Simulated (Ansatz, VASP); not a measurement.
Two plane-wave programs on Cu

File INCAR:

```
SYSTEM = Cu
ALGO     = Normal         ! electronic algorithm
EDIFF    = 1E-7           ! SCF threshold, eV
ENCUT    = 520            ! plane-wave cutoff, eV
ISIF     = 2              ! what is computed and relaxed
ISMEAR   = 0              ! smearing method
LASPH    = .TRUE.         ! aspherical terms in the spheres
LCHARG   = .FALSE.        ! write CHGCAR
LREAL    = .FALSE.        ! projectors in reciprocal space
LWAVE    = .FALSE.        ! write WAVECAR
NBANDS   = 12             ! bands
NELM     = 60             ! most SCF steps
PREC     = Accurate       ! precision mode
SIGMA    = 0.15           ! smearing width, eV
```

KPOINTS

```
k-points
0
G
  24 24 24
  0 0 0
```

The input POSCAR:

```
Cu
1.0
   -1.4904437334      1.4904437334      1.2792478564
    1.4904437334     -1.4904437334      1.2792478564
    1.4904437334      1.4904437334     -1.2792478564
Cu
1
Direct
    0.0000000000      0.0000000000      0.0000000000
```

Input for Ansatz:

```yaml
crystal:
  lattice:
    - [-1.4904437334, 1.4904437334, 1.2792478564]
    - [1.4904437334, -1.4904437334, 1.2792478564]
    - [1.4904437334, 1.4904437334, -1.2792478564]
  atoms:
    - { symbol: Cu, position: [0.0, 0.0, 0.0] }
basis:
  ecutwfc: 520.0
kpoints:
  mp_grid: { grid: [24, 24, 24] }
hamiltonian:
  xc: lda
  pseudopotentials: { kind: paw, azcp: { folder: soft_1 } }
scf:
  occupations: { method: gaussian, width: 0.15 }
output:
  forces: true
  stress: true
  eigenvalues: true
```

Alike in both runs: task single point; functional LDA; k mesh 24 × 24 × 24; occupations gaussian, width 0.15 eV; no spin polarisation.

|  | VASP | Ansatz |
| --- | --- | --- |
| version | VASP 6.6.1 | Ansatz 0.2.0 |
| potentials or method | VASP PAW LDA potentials, release 64 (Cu), cutoff 520 eV | scalar-relativistic, plane waves, PAW |
| valence electrons in the cell | 11 | 19 |

```tsv
	VASP	Ansatz	Ansatz less VASP
gap on the k mesh at the Fermi level (eV)	none	none	-
pressure (GPa)	-5.1	-5.9	-0.88
traceless stress, the component that is largest in VASP (GPa)	2.31	2.26	-0.045
```

Ansatz warns that its potentials were made for another functional, while VASP's fit it. LDA's correlation is that of Perdew and Zunger in VASP and of Perdew and Wang (1992) in Ansatz. A gap of «none» marks a metal or a gap that the smearing closes. VASP's potentials hold 11 valence electrons a cell and Ansatz's 19, so a difference there can come from the potentials and not from the codes.
